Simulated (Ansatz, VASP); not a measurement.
**Two plane-wave programs on TaN**

```
CELL_PARAMETERS angstrom
0.00000 2.25469 2.25469
2.25469 0.00000 2.25469
2.25469 2.25469 0.00000
ATOMIC_POSITIONS crystal
Ta 0.50000 0.50000 0.50000
N 0.00000 0.00000 0.00000
```

Alike in both runs: task single point; functional BLYP; dispersion D3(BJ); k mesh 10 × 10 × 10; occupations fermi-dirac, width 0.05 eV; no spin polarisation.

|  | VASP | Ansatz |
| --- | --- | --- |
| version | VASP 6.6.1 | Ansatz 0.2.0 |
| potentials or method | VASP PAW PBE potentials, release 64 (Ta_pv, N) | Ansatz PAW |
| plane-wave cutoff (eV) | 600 | 420 |
| valence electrons in the cell | 16 | 18 |

Ansatz gave:

```
gap on the k mesh at the Fermi level (eV) : none
pressure (GPa)                            : -22.5
```

**Question.** What did VASP give for the same quantities?

**Answer.** gap on the k mesh at the Fermi level (eV): none; pressure (GPa): -21.1.

VASP's potentials were made for PBE, not for BLYP. A gap of «none» marks a metal or a gap that the smearing closes. VASP's potentials hold 16 valence electrons a cell and Ansatz's 18, so a difference there can come from the potentials and not from the codes.

Neither program's run includes spin-orbit coupling.
